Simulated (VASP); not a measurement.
# C (Cmme) in VASP: further runs

C is run at these levels: PBE; tasks: single point.

Everything below comes from runs of VASP 6.6.1. Logs are shortened: lines on timing, memory, paths and dates and some standing lists are left out, and cuts for length are marked.

## (1) The cell of the first run

The structure is orthorhombic, space group Cmme (No. 67). Conventional cell: a = 2.338 Å, b = 4.388 Å, c = 8.943 Å, α = 90.00°, β = 90.00°, γ = 90.00°. Within 1.8 Å of C (site symmetry m) lie 3 C at 1.38 to 1.46 Å.

## (2) Single point, PBE (11.47 Å³/atom)

INCAR

```
ALGO = Normal
EDIFF = 1E-6
ENCUT = 520
GGA = PE
ISIF = 2
ISMEAR = 0
LASPH = T
LCHARG = T
LELF = T
LREAL = F
LVHAR = T
LWAVE = F
NBANDS = 16
NELM = 60
PREC = Accurate
SIGMA = 0.15
```

KPOINTS

```
k-points
0
Gamma
  21 21 6
```

POSCAR

```
C
1.0
    1.1691272924     -2.1938640853      0.0000000000
    1.1691272924      2.1938640853      0.0000000000
    0.0000000000      0.0000000000      8.9427071947
C
4
Direct
    0.0833329406      0.9166670594      0.7503043452
    0.5833329406      0.4166670594      0.2496956548
    0.9166670594      0.0833329406      0.2496956548
    0.4166670594      0.5833329406      0.7503043452
```

Potentials or basis: VASP PAW PBE potentials, release 64 (C).

Started as:

```
$ cat potpaw_PBE.64/C/POTCAR > POTCAR
$ mpirun -np 1 vasp_std > vasp.out
```

OUTCAR:

```text
EDIFF = 1E-6
   ENCUT = 520
   GGA = PE
   ISIF = 2
   ISMEAR = 0
   LASPH = T
   LREAL = F
   NELM = 60
   PREC = Accurate

 ion  position               nearest neighbor table
   1  0.083  0.917  0.750-   4 1.38   4 1.38   4 1.46
   2  0.583  0.417  0.250-   3 1.38   3 1.38   3 1.46
   3  0.917  0.083  0.250-   2 1.38   2 1.38   2 1.46
   4  0.417  0.583  0.750-   1 1.38   1 1.38   1 1.46

  LATTYP: Found a base centered orthorhombic cell.
 ALAT       =     2.3382545848
 B/A-ratio  =     1.8764971954
 C/A-ratio  =     3.8245224677

  Lattice vectors:

 A1 = (   1.1691272924,  -2.1938640853,   0.0000000000)
 A2 = (   1.1691272924,   2.1938640853,   0.0000000000)
 A3 = (   0.0000000000,   0.0000000000,   8.9427071947)

Analysis of symmetry for initial positions (statically):
=====================================================================
 Subroutine PRICEL returns:
 Original cell was already a primitive cell.

 Routine SETGRP: Setting up the symmetry group for a
 base centered orthorhombic supercell.

 Subroutine GETGRP returns: Found  8 space group operations
 (whereof  4 operations were pure point group operations)
 out of a pool of  8 trial point group operations.

The static configuration has the point symmetry C_2h.
 The point group associated with its full space group is D_2h.

Analysis of symmetry for dynamics (positions and initial velocities):
=====================================================================
 Subroutine PRICEL returns:
 Original cell was already a primitive cell.

 Routine SETGRP: Setting up the symmetry group for a
 base centered orthorhombic supercell.

 Subroutine GETGRP returns: Found  8 space group operations
 (whereof  4 operations were pure point group operations)
 out of a pool of  8 trial point group operations.

The dynamic configuration has the point symmetry C_2h.
 The point group associated with its full space group is D_2h.

 Subroutine INISYM returns: Found  8 space group operations
 (whereof  4 operations are pure point group operations),
 and found     1 'primitive' translations

----------------------------------------------------------------------------------------

                                     Primitive cell

  volume of cell :      45.8744

  direct lattice vectors                    reciprocal lattice vectors
     1.169127292 -2.193864085  0.000000000     0.427669428 -0.227908376  0.000000000
     1.169127292  2.193864085  0.000000000     0.427669428  0.227908376  0.000000000
     0.000000000  0.000000000  8.942707195     0.000000000  0.000000000  0.111822961

  length of vectors
     2.485940114  2.485940114  8.942707195     0.484606404  0.484606404  0.111822961

  position of ions in fractional coordinates (direct lattice)
     0.083332941  0.916667059  0.750304345
     0.583332941  0.416667059  0.249695655
     0.916667059  0.083332941  0.249695655
     0.416667059  0.583332941  0.750304345

  ion indices of the primitive-cell ions
   primitive index   ion index
                 1           1
                 2           2
                 3           3
                 4           4

----------------------------------------------------------------------------------------

 KPOINTS: k-points

Automatic generation of k-mesh.
 Grid dimensions read from file:
 generate k-points for:   21   21    6

 Generating k-lattice:

  Cartesian coordinates                     Fractional coordinates (reciprocal lattice)
     0.020365211 -0.010852780  0.000000000     0.047619048 -0.000000000  0.000000000
     0.020365211  0.010852780  0.000000000    -0.000000000  0.047619048  0.000000000
     0.000000000  0.000000000  0.018637160     0.000000000  0.000000000  0.166666667

  Length of vectors
     0.023076495  0.023076495  0.018637160

  Shift w.r.t. Gamma in fractional coordinates (k-lattice)
     0.000000000  0.000000000  0.000000000

 Subroutine IBZKPT returns following result:
 ===========================================

 Found    484 irreducible k-points:

 Following reciprocal coordinates:
            Coordinates               Weight
  0.000000  0.000000  0.000000      1.000000
  0.047619 -0.000000  0.000000      4.000000
  0.095238 -0.000000  0.000000      4.000000
  0.142857 -0.000000  0.000000      4.000000
  0.190476 -0.000000  0.000000      4.000000
  0.238095 -0.000000  0.000000      4.000000
[... 16 lines left out ...]
 -0.428571  0.047619  0.000000      4.000000
 -0.380952  0.047619  0.000000      4.000000
 [... further k-points ...]
   k-points           NKPTS =    484   k-points in BZ     NKDIM =    484   number of bands    NBANDS=     16
   number of dos      NEDOS =    301   number of ions     NIONS =      4
   total plane-waves  NPLWV =  22680
   dimension x,y,z NGX =    18 NGY =   18 NGZ =   70
   dimension x,y,z NGXF=    36 NGYF=   36 NGZF=  140
   ions per type =               4
   NGX,Y,Z   is equivalent  to a cutoff of  12.04, 12.04, 13.01 a.u.
   NGXF,Y,Z  is equivalent  to a cutoff of  24.07, 24.07, 26.03 a.u.
 SYSTEM =  unknown system
   PREC   = accura    normal or accurate (medium, high low for compatibility)
   ISTART =      0    job   : 0-new  1-cont  2-samecut
   ICHARG =      2    charge: 1-file 2-atom 10-const
   ISPIN  =      1    spin polarized calculation?
   LNONCOLLINEAR =      F non collinear calculations
   LSORBIT =      F    spin-orbit coupling
   LASPH  =      T    aspherical Exc in radial PAW
   ENCUT  =  520.0 eV  38.22 Ry    6.18 a.u.   4.62  4.62 16.63*2*pi/ulx,y,z
   NELM   =     60;   NELMIN=  2; NELMDL= -5     # of ELM steps
   EDIFF  = 0.1E-05   stopping-criterion for ELM
   LREAL  =      F    real-space projection
   EDIFFG = 0.1E-04   stopping-criterion for IOM
   NSW    =      0    number of steps for IOM
   IBRION =     -1    ionic relax: 0-MD 1-quasi-New 2-CG
   NFREE  =      0    steps in history (QN), initial steepest desc. (CG)
   ISIF   =      2    stress and relaxation
   ISYM   =      2    0-nonsym 1-usesym 2-fastsym
   POTIM  = 0.5000    time-step for ionic-motion
   TEBEG  =    0.0;   TEEND  =   0.0 temperature during run
   PSTRESS=    0.0 pullay stress
   NELECT =      16.0000    total number of electrons
   NUPDOWN=      -1.0000    fix difference up-down
   EMIN   =  10.00;   EMAX   =-10.00  energy-range for DOS
   EFERMI =   0.00;   METHOD = LEGACY
   ISMEAR =     0;   SIGMA  =   0.15  broadening in eV -4-tet -1-fermi 0-gaus
   EFERMI_NEDOS =   21; number of points for ismear=-14 and -15
   IALGO  =     38    algorithm
   IMIX   =      4    mixing-type and parameters
     AMIX     =   0.40;   BMIX     =  1.00
     AMIX_MAG =   1.60;   BMIX_MAG =  1.00
  volume/ion in A,a.u.               =      11.47        77.39
  Fermi-wavevector in a.u.,A,eV,Ry     =   1.152368  2.177660 18.067895  1.327953
  Thomas-Fermi vector in A             =   2.289020
   LORBIT       =      0    0 simple, 1 ext, 2 COOP (PROOUT), +10 PAW based schemes
   GGA     = PE    functional components
   LHFCALC =     F    Hartree Fock is set to
   AEXX    =    0.0000 exact exchange contribution
   IVDW    =     0    specifies the selected vdW correction
   LEPSILON=     F    determine dielectric tensor
   LRPA    =     F    only Hartree local field effects (RPA)
 non-spin polarized calculation
 Gauss-broadening in eV      SIGMA  =   0.15
  energy-cutoff  :      520.00
  volume of cell :       45.87
 maximum number of plane-waves:      1265
   NGX =  9   NGY =  9   NGZ = 33

 number of electron      16.0000004 magnetization

 Free energy of the ion-electron system (eV)
  ---------------------------------------------------
  ext. energy  EPLUGINS =         0.00000000
  ---------------------------------------------------
  free energy    TOTEN  =       -36.52010595 eV

  energy without entropy =      -36.52010187  energy(sigma->0) =      -36.52010391

 E-fermi :   2.7178     XC(G=0):  -8.4903

 val. band max:        2.3413424116   @ k =   0.3333   0.2857   0.0000
 cond. band min:       3.0752787223   @ k =   0.3333   0.2857   0.0000
 fundamental gap:      0.7339363107
 Fermi energy:         2.7177947164

 k-point     1 :       0.0000    0.0000    0.0000
  band No.  band energies     occupation
      1     -17.1848      2.00000
      2     -17.1637      2.00000
      3      -5.3782      2.00000
      4      -5.0405      2.00000
      5      -0.6171      2.00000
      6      -0.6141      2.00000
[... 8 lines left out ...]
     15      12.2373      0.00000
     16      14.5178      0.00000

 k-point     2 :       0.0476   -0.0000    0.0000
  band No.  band energies     occupation
      1     -17.1277      2.00000
      2     -17.1066      2.00000
      3      -5.3085      2.00000
      4      -4.9718      2.00000
      5      -0.7470      2.00000
      6      -0.7442      2.00000
[... 8 lines left out ...]
     15      12.2694      0.00000
     16      14.3307      0.00000

 k-point     3 :       0.0952   -0.0000    0.0000
  band No.  band energies     occupation
      1     -16.9563      2.00000
      2     -16.9355      2.00000
      3      -5.0998      2.00000
      4      -4.7661      2.00000
      5      -1.1259      2.00000
      6      -1.1237      2.00000
[... 8 lines left out ...]
     15      12.4333      0.00000
     16      13.7866      0.00000

 k-point     4 :       0.1429   -0.0000    0.0000
  band No.  band energies     occupation
      1     -16.6713      2.00000
      2     -16.6511      2.00000
      3      -4.7536      2.00000
      4      -4.4253      2.00000
      5      -1.8794      2.00000
      6      -1.8785      2.00000
[... 8 lines left out ...]
     15      12.9121      0.00000
     16      12.9434      0.00000

 k-point     5 :       0.1905   -0.0000    0.0000
  band No.  band energies     occupation
      1     -16.2738      2.00000
      2     -16.2543      2.00000
      3      -4.2729      2.00000
      4      -3.9523      2.00000
      5      -2.9754      2.00000
      6      -2.9729      2.00000
[... 8 lines left out ...]
     15      13.0909      0.00000
     16      13.9651      0.00000

 k-point     6 :       0.2381   -0.0000    0.0000
  band No.  band energies     occupation
      1     -15.7652      2.00000
      2     -15.7465      2.00000
      3      -4.2101      2.00000
      4      -4.2064      2.00000
      5      -3.6626      2.00000
      6      -3.3525      2.00000
[... 8 lines left out ...]
     15      13.6959      0.00000
     16      15.3306      0.00000
[... 267 lines left out ...]
 k-point    21 :       0.4762    0.0476    0.0000
  band No.  band energies     occupation
      1     -11.2946      2.00000
      2     -11.2906      2.00000
      3     -10.8299      2.00000
      4     -10.8260      2.00000
      5      -4.3952      2.00000
      6      -4.3937      2.00000
[... 8 lines left out ...]
     15      15.4121      0.00000
     16      15.5917      0.00000

 k-point    22 :      -0.4762    0.0476    0.0000
  band No.  band energies     occupation
      1     -12.2188      2.00000
      2     -12.2059      2.00000
      3      -9.8134      2.00000
      4      -9.8035      2.00000
      5      -4.3704      2.00000
      6      -4.3687      2.00000
[... 8 lines left out ...]
     15      15.4247      0.00000
     16      16.5600      0.00000

 k-point    23 :      -0.4286    0.0476    0.0000
  band No.  band energies     occupation
      1     -13.1737      2.00000
      2     -13.1593      2.00000
      3      -8.6014      2.00000
      4      -8.5928      2.00000
      5      -4.2309      2.00000
      6      -4.2290      2.00000
[... 8 lines left out ...]
     15      16.6638      0.00000
     16      16.9950      0.00000

 k-point    24 :      -0.3810    0.0476    0.0000
  band No.  band energies     occupation
      1     -14.0396      2.00000
      2     -14.0237      2.00000
      3      -7.3303      2.00000
      4      -7.3232      2.00000
      5      -3.9803      2.00000
      6      -3.9783      2.00000
[... 8 lines left out ...]
     15      15.7010      0.00000
     16      17.9489      0.00000

 [... further k-points ...]

------------------------ aborting loop because EDIFF is reached ----------------------------------------

  FORCE on cell =-STRESS in cart. coord.  units (eV):
  Direction    XX          YY          ZZ          XY          YZ          ZX
  --------------------------------------------------------------------------------------
  -------------------------------------------------------------------------------------
  Total       12.7331223     -3.8904327     -0.0247214      0.0000000      0.0000000      0.0000000
  in kB      444.7080257   -135.8745036     -0.8634008      0.0000000      0.0000000      0.0000000
  external PRESSURE =     102.6567071 kB  Pullay stress =       0.0000000 kB

 VOLUME and BASIS-vectors are now :
 -----------------------------------------------------------------------------
  energy-cutoff  :      520.00
  volume of cell :       45.87
      direct lattice vectors                 reciprocal lattice vectors
     1.169127292 -2.193864085  0.000000000     0.427669428 -0.227908376  0.000000000
     1.169127292  2.193864085  0.000000000     0.427669428  0.227908376  0.000000000
     0.000000000  0.000000000  8.942707195     0.000000000  0.000000000  0.111822961

 POSITION                                       TOTAL-FORCE (eV/Angst)
 -----------------------------------------------------------------------------------
      1.16913      1.82822      6.70975         0.000000     -1.002789     -0.000036
      1.16913     -0.36564      2.23296         0.000000     -1.002789      0.000036
      1.16913     -1.82822      2.23296         0.000000      1.002789      0.000036
      1.16913      0.36564      6.70975         0.000000      1.002789     -0.000036
 -----------------------------------------------------------------------------------
    total drift:                               -0.000000     -0.000000      0.000000

  FREE ENERGIE OF THE ION-ELECTRON SYSTEM (eV)
  ---------------------------------------------------
  free  energy   TOTEN  =       -36.5201059521 eV

  energy  without entropy=      -36.5201018680  energy(sigma->0) =      -36.52010391
```

It took 3 min on 1 thread of AMD EPYC 9R45 (Zen 5), shared host; peak memory 0.32 GiB.

What came out:

- Free energy: -36.5201 eV
- Pressure: 10.3 GPa
- Largest force: 1.003 eV/Å

Forces in eV/Å, atoms in the order of the input:
```
C    0.000 -1.003  0.000
C    0.000 -1.003  0.000
C    0.000  1.003  0.000
C    0.000  1.003  0.000
```

Caveat: the cell stands under pressure; this functional lacks dispersion, which binds the layers, so the pressure and a relaxed spacing across them are unreliable; forces of over 1 eV/Å act on the atoms, so gaps and moduli don't describe the material at rest.

## (3) Single point, PBE (11.47 Å³/atom)

INCAR

```
SYSTEM = C
ALGO = Normal
EDIFF = 1E-6
ENCUT = 520
GGA = PE
ISIF = 2
ISMEAR = 0
LASPH = .True.
LCHARG = .False.
LREAL = .False.
LWAVE = .False.
NBANDS = 16
NELM = 80
PREC = Accurate
SIGMA = 0.15
```

KPOINTS

```
k-points
0
Gamma
  21 21 6
  0 0 0
```

POSCAR

```
C
1.0
    1.3010079248     -2.0796997856      0.0000000000
    1.3010079248      2.0796997856      0.0000000000
    0.0000000000      0.0000000000      8.4773465957
C
4
Direct
    0.0833329406      0.9166670594      0.7503043452
    0.5833329406      0.4166670594      0.2496956548
    0.9166670594      0.0833329406      0.2496956548
    0.4166670594      0.5833329406      0.7503043452
```

Potentials or basis: VASP PAW PBE potentials, release 64 (C).

Started as:

```
$ cat potpaw_PBE.64/C/POTCAR > POTCAR
$ mpirun -np 1 vasp_std > vasp.out
```

It took 2.7 min on 1 thread of AMD EPYC 9R45 (Zen 5), shared host; peak memory 0.31 GiB.

Results (log left out):

```
Free energy   : -36.5572 eV
Pressure      : -6.6 GPa
Largest force : 0.842 eV/Å
```

Forces in eV/Å, atoms in the order of the input:
```
C    0.000  0.842  0.000
C    0.000  0.842  0.000
C    0.000 -0.842  0.000
C    0.000 -0.842  0.000
```

Stress tensor (GPa, compression positive):
```
-36.72   0.00   0.00
  0.00  16.81   0.00
  0.00   0.00   0.02
```

Caveat: the cell stands under tension; this functional lacks dispersion, which binds the layers, so the pressure and a relaxed spacing across them are unreliable.

(Part 1 of 2 ends here.)
